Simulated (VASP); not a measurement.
# LiF (Fm-3m) in VASP: vibrations by perturbation theory with PBE

Aim: the vibrations by perturbation theory of LiF with PBE.

All numbers are computed with VASP 6.6.1; they aren't measurements. Logs are shortened: lines on timing, memory, paths and dates and some standing lists are left out, and cuts for length are marked.

### Step 1. The cell of the first run

The structure is cubic, space group Fm-3m (No. 225). Conventional cell: a = 4.068 Å, b = 4.068 Å, c = 4.068 Å, α = 90.00°, β = 90.00°, γ = 90.00°. Within 2.7 Å of Li (site symmetry m-3m) lie 6 F at 2.03 Å. Within 2.7 Å of F (site symmetry m-3m) lie 6 Li at 2.03 Å.

### Step 2. Vibrations by perturbation theory, PBE

INCAR reads:

```
ALGO     = Normal         # electronic algorithm
EDIFF    = 1E-8           # SCF threshold, eV
ENCUT    = 520            # plane-wave cutoff, eV
GGA      = PE             # functional
IBRION   = 8              # ionic algorithm
ISIF     = 2              # what is computed and relaxed
ISMEAR   = 0              # smearing method
LASPH    = T              # aspherical terms in the spheres
LCHARG   = F              # write CHGCAR
LEPSILON = T              # dielectric tensor by DFPT
LREAL    = F              # projectors in reciprocal space
LWAVE    = F              # write WAVECAR
NELM     = 60             # most SCF steps
NSW      = 1              # ionic steps
PREC     = Accurate       # precision mode
SIGMA    = 0.01           # smearing width, eV
```

KPOINTS reads:

```
k-points
0
Gamma
  12 12 12
```

POSCAR reads:

```
LiF
1.0
    0.0000000000      2.0340124950      2.0340124950
    2.0340124950      0.0000000000      2.0340124950
    2.0340124950      2.0340124950      0.0000000000
Li F
1 1
Direct
    0.5000000000      0.5000000000      0.5000000000
    0.0000000000      0.0000000000      0.0000000000
```

Potentials or basis: VASP PAW PBE potentials, release 64 (Li_sv, F).

Launch:

```console
$ cat potpaw_PBE.64/Li_sv/POTCAR potpaw_PBE.64/F/POTCAR > POTCAR
$ mpirun -np 1 vasp_std > vasp.out
```

OUTCAR:

```text
EDIFF = 1E-8
   ENCUT = 520
   GGA = PE
   IBRION = 8
   ISIF = 2
   ISMEAR = 0
   LASPH = T
   LEPSILON = T
   LREAL = F
   NELM = 60
   NSW = 1
   PREC = Accurate

 ion  position               nearest neighbor table
   1  0.500  0.500  0.500-   2 2.03   2 2.03   2 2.03   2 2.03   2 2.03   2 2.03
   2  0.000  0.000  0.000-   1 2.03   1 2.03   1 2.03   1 2.03   1 2.03   1 2.03

  LATTYP: Found a face centered cubic cell.
 ALAT       =     4.0680249900

  Lattice vectors:

 A1 = (   0.0000000000,   2.0340124950,   2.0340124950)
 A2 = (   2.0340124950,   0.0000000000,   2.0340124950)
 A3 = (   2.0340124950,   2.0340124950,   0.0000000000)

Analysis of symmetry for initial positions (statically):
=====================================================================
 Subroutine PRICEL returns:
 Original cell was already a primitive cell.

 Routine SETGRP: Setting up the symmetry group for a
 face centered cubic supercell.

 Subroutine GETGRP returns: Found 48 space group operations
 (whereof 48 operations were pure point group operations)
 out of a pool of 48 trial point group operations.

The static configuration has the point symmetry O_h .

Analysis of symmetry for dynamics (positions and initial velocities):
=====================================================================
 Subroutine PRICEL returns:
 Original cell was already a primitive cell.

 Routine SETGRP: Setting up the symmetry group for a
 face centered cubic supercell.

 Subroutine GETGRP returns: Found 48 space group operations
 (whereof 48 operations were pure point group operations)
 out of a pool of 48 trial point group operations.

The dynamic configuration has the point symmetry O_h .

 Subroutine INISYM returns: Found 48 space group operations
 (whereof 48 operations are pure point group operations),
 and found     1 'primitive' translations

----------------------------------------------------------------------------------------

                                     Primitive cell

  volume of cell :      16.8303

  direct lattice vectors                    reciprocal lattice vectors
     0.000000000  2.034012495  2.034012495    -0.245819532  0.245819532  0.245819532
     2.034012495  0.000000000  2.034012495     0.245819532 -0.245819532  0.245819532
     2.034012495  2.034012495  0.000000000     0.245819532  0.245819532 -0.245819532

  length of vectors
     2.876528056  2.876528056  2.876528056     0.425771919  0.425771919  0.425771919

  position of ions in fractional coordinates (direct lattice)
     0.500000000  0.500000000  0.500000000
     0.000000000  0.000000000  0.000000000

  ion indices of the primitive-cell ions
   primitive index   ion index
                 1           1
                 2           2

----------------------------------------------------------------------------------------

 KPOINTS: k-points

Automatic generation of k-mesh.
 Grid dimensions read from file:
 generate k-points for:   12   12   12

 Generating k-lattice:

  Cartesian coordinates                     Fractional coordinates (reciprocal lattice)
    -0.020484961  0.020484961  0.020484961     0.083333333  0.000000000  0.000000000
     0.020484961 -0.020484961  0.020484961     0.000000000  0.083333333  0.000000000
     0.020484961  0.020484961 -0.020484961     0.000000000  0.000000000  0.083333333

  Length of vectors
     0.035480993  0.035480993  0.035480993

  Shift w.r.t. Gamma in fractional coordinates (k-lattice)
     0.000000000  0.000000000  0.000000000

 Subroutine IBZKPT returns following result:
 ===========================================

 Found     72 irreducible k-points:

[... 405 lines left out ...]
 -----------------------------------------------------------------------------------
      2.03401      2.03401      2.03401         0.000000      0.000000      0.000000
      0.00000      0.00000      0.00000        -0.000000     -0.000000     -0.000000
 -----------------------------------------------------------------------------------
    total drift:                                0.000000     -0.000000     -0.000000

  FREE ENERGIE OF THE ION-ELECTRON SYSTEM (eV)
  ---------------------------------------------------
  free  energy   TOTEN  =        -9.6409031241 eV

  energy  without entropy=       -9.6409031241  energy(sigma->0) =       -9.64090312

 HEAD OF MICROSCOPIC STATIC DIELECTRIC TENSOR (INDEPENDENT PARTICLE, excluding Hartree and local field effects)
 ------------------------------------------------------
           2.068546    -0.000000    -0.000000
          -0.000000     2.068546     0.000000
           0.000000     0.000000     2.068546
 ------------------------------------------------------

 Free energy of the ion-electron system (eV)
  ---------------------------------------------------
  ---------------------------------------------------
  free energy    TOTEN  =        -0.05383497 eV

  energy without entropy =       -0.05383497

------------------------ aborting loop because EDIFF is reached ----------------------------------------

--------------------------------------- Ionic step        2  -------------------------------------------

------------------------ aborting loop because EDIFF is reached ----------------------------------------

--------------------------------------- Ionic step        3  -------------------------------------------

------------------------ aborting loop because EDIFF is reached ----------------------------------------

 PIEZOELECTRIC TENSOR FIELD DIRECTION 3  (e Angst)
 -----------------------------------------------------------------------------
    -0.00018  0.00000  0.00000           ( -0.00001  0.00000  0.00000)
     0.00000 -0.00018  0.00000           (  0.00000 -0.00001 -0.00000)
     0.00000  0.00000 -0.00008           (  0.00000 -0.00000 -0.00001)

 PIEZOELECTRIC TENSOR FIELD DIRECTION 3  (C/m^2)
 -----------------------------------------------------------------------------
    -0.00017  0.00000  0.00000
     0.00000 -0.00017  0.00000
     0.00000  0.00000 -0.00007

--------------------------------------- Ionic step        4  -------------------------------------------

------------------------ aborting loop because EDIFF is reached ----------------------------------------

[... ionic steps 5 to 6 ...]

--------------------------------------- Ionic step        7  -------------------------------------------

 Free energy of the ion-electron system (eV)
  ---------------------------------------------------
  ---------------------------------------------------
  free energy    TOTEN  =        -0.52284229 eV

  energy without entropy =       -0.52284229

------------------------ aborting loop because EDIFF is reached ----------------------------------------

 INTERNAL STRAIN TENSOR  FOR ION    2  DIRECTION 1   (eV/Angst):
 -----------------------------------------------------------------------------
     0.00575  0.00000 -0.00000
     0.00000  0.00493 -0.00000
     0.00000 -0.00000  0.00493

 MACROSCOPIC STATIC DIELECTRIC TENSOR (including local field effects in DFT)
 ------------------------------------------------------
           2.048202    -0.000000    -0.000000
           0.000000     2.048202     0.000000
           0.000000     0.000000     2.048202
 ------------------------------------------------------

 PIEZOELECTRIC TENSOR (including local field effects)  for field in x, y, z        (e  Angst)
          XX          YY          ZZ          XY          YZ          ZX
  --------------------------------------------------------------------------------
  x     0.00000     0.00000     0.00000     0.00000     0.00000     0.00000
  y     0.00000     0.00000     0.00000     0.00000     0.00000     0.00000
  z     0.00000     0.00000     0.00000     0.00000     0.00000     0.00000

 PIEZOELECTRIC TENSOR (including local field effects)  for field in x, y, z        (C/m^2)
          XX          YY          ZZ          XY          YZ          ZX
  --------------------------------------------------------------------------------
  x     0.00000     0.00000     0.00000     0.00000     0.00000     0.00000
  y     0.00000     0.00000     0.00000     0.00000     0.00000     0.00000
  z     0.00000     0.00000     0.00000     0.00000     0.00000     0.00000

 BORN EFFECTIVE CHARGES (including local field effects) (in |e|, cummulative output)
 ---------------------------------------------------------------------------------
 ion    1
    1     1.05360     0.00000     0.00000
    2     0.00000     1.05360     0.00000
    3     0.00000     0.00000     1.05360
 ion    2
    1    -1.05360     0.00000     0.00000
    2     0.00000    -1.05360     0.00000
    3     0.00000     0.00000    -1.05360

 INTERNAL STRAIN TENSOR FOR ION    2 for displacements in x,y,z  (eV/Angst):
          X           Y           Z          XY          YZ          ZX
  --------------------------------------------------------------------------------
  x     0.00000     0.00000     0.00000     0.00000     0.00000     0.00000
  y     0.00000     0.00000     0.00000     0.00000     0.00000     0.00000
  z     0.00000     0.00000     0.00000     0.00000     0.00000     0.00000

 SECOND DERIVATIVES (NOT SYMMETRIZED)
 ------------------------------------
               1X          1Y          1Z          2X          2Y          2Z
  1X    -1.402383    0.000000    0.000000    1.402383    0.000000    0.000000
  1Y     0.000000   -1.402383    0.000000    0.000000    1.402383    0.000000
  1Z     0.000000    0.000000   -1.402383    0.000000    0.000000    1.402383
  2X     1.378290    0.000000    0.000000   -1.378290    0.000000    0.000000
  2Y     0.000000    1.378290    0.000000    0.000000   -1.378290    0.000000
  2Z     0.000000    0.000000    1.378290    0.000000    0.000000   -1.378290

 Eigenvectors and eigenvalues of the dynamical matrix
 ----------------------------------------------------

   1 f  =    8.162438 THz    51.286113 2PiTHz  272.269640 cm-1    33.757118 meV
             X         Y         Z           dx          dy          dz
      2.034012  2.034012  2.034012     0.856656    0.000000    0.000000
      0.000000  0.000000  0.000000    -0.515889    0.000000    0.000000
[... 21 lines left out ...]
   6 f/i=    0.031257 THz     0.196392 2PiTHz    1.042613 cm-1     0.129267 meV
             X         Y         Z           dx          dy          dz
      2.034012  2.034012  2.034012     0.051221    0.223521   -0.462121
      0.000000  0.000000  0.000000     0.085055    0.371167   -0.767372

--------------------------------------------------------------------------------------------------------

 MACROSCOPIC STATIC DIELECTRIC TENSOR IONIC CONTRIBUTION
 ------------------------------------------------------
           8.584007    -0.000000    -0.000000
          -0.000000     8.584007    -0.000000
          -0.000000    -0.000000     8.584007
 ------------------------------------------------------

 ELASTIC MODULI CONTR FROM IONIC RELAXATION (kBar)
 Direction    XX          YY          ZZ          XY          YZ          ZX
 --------------------------------------------------------------------------------
 XX           0.0000      0.0000      0.0000      0.0000      0.0000      0.0000
 YY           0.0000      0.0000      0.0000      0.0000      0.0000      0.0000
 ZZ           0.0000      0.0000      0.0000      0.0000      0.0000      0.0000
 XY           0.0000      0.0000      0.0000      0.0000      0.0000      0.0000
 YZ           0.0000      0.0000      0.0000      0.0000      0.0000      0.0000
 ZX           0.0000      0.0000      0.0000      0.0000      0.0000      0.0000
 --------------------------------------------------------------------------------

 PIEZOELECTRIC TENSOR IONIC CONTR  for field in x, y, z        (C/m^2)
          XX          YY          ZZ          XY          YZ          ZX
  --------------------------------------------------------------------------------
  x     0.00000     0.00000     0.00000     0.00000     0.00000     0.00000
  y     0.00000     0.00000     0.00000     0.00000     0.00000     0.00000
  z     0.00000     0.00000     0.00000     0.00000     0.00000     0.00000
```

Run time: 1.7 min. Hardware: 1 thread of Intel Xeon 6975P-C (Granite Rapids), shared host; peak memory 0.19 GiB.

Results:

| Item | Value |
| --- | --- |
| Electronic dielectric tensor (diagonal) | 2.05 |
| Born charges (mean of the diagonal) | Li +1.05; F -1.05 e |
| Highest phonon frequency at Γ, LO-TO splitting left out | 272 cm⁻¹ |

Phonon frequencies in cm⁻¹ (negative: imaginary):
| q point | frequencies |
| --- | --- |
| (0.000, 0.000, 0.000) | -1 -1 -1 272 272 272 |

Electronic dielectric tensor:
```
2.05 0.00 0.00
0.00 2.05 0.00
0.00 0.00 2.05
```

Born effective charge tensors (e):
atom 1, Li
```
1.05 0.00 0.00
0.00 1.05 0.00
0.00 0.00 1.05
```
atom 2, F
```
-1.05  0.00  0.00
 0.00 -1.05  0.00
 0.00  0.00 -1.05
```
